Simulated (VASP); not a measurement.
Input of a VASP 6.6.1 run:

File INCAR:

```
  PREC = Accurate
  ENCUT = 520
  EDIFF = 1E-6
  ISMEAR = 0
  SIGMA = 0.1
  LREAL = F
  LASPH = T
  NELM = 60
  ALGO = Fast
  ISIF = 2
  LWAVE = F
  LCHARG = F
  GGA = PS
  NBANDS = 35
```

File KPOINTS:

```
regular mesh
0
Gamma
  10 10 10
```

File POSCAR:

```
Ta2Si
1.0
   -2.9764744517      2.9764744517      2.4368995538
    2.9764744517     -2.9764744517      2.4368995538
    2.9764744517      2.9764744517     -2.4368995538
Ta Si
4 2
Direct
    0.6619727385      0.8380272615      0.5000000000
    0.8380272615      0.3380272615      0.1760545231
    0.3380272615      0.1619727385      0.5000000000
    0.1619727385      0.6619727385      0.8239454769
    0.2500000000      0.2500000000      0.0000000000
    0.7500000000      0.7500000000      0.0000000000
```

Potentials or basis: VASP PAW PBE potentials, release 64 (Ta_pv, Si).

Command:

```bash
$ cat potpaw_PBE.64/Ta_pv/POTCAR potpaw_PBE.64/Si/POTCAR > POTCAR
$ mpirun -np 1 vasp_std > vasp.out
```

Q: Predict the band gap on the k mesh.

A: Zero (bands 26 and 27 overlap by 0.85 eV).

Q: Predict the largest force.

A: 0.008 eV/Å.

Forces in eV/Å, atoms in the order of the input:
```
Ta   0.006 -0.006  0.000
Ta   0.006  0.006  0.000
Ta  -0.006  0.006  0.000
Ta  -0.006 -0.006  0.000
Si   0.000  0.000  0.000
Si   0.000  0.000  0.000
```

Caveat: the PAW data sets were made with another functional, which shifts forces and pressure a little; spin-orbit coupling is left out, which moves the levels of the heavy elements.
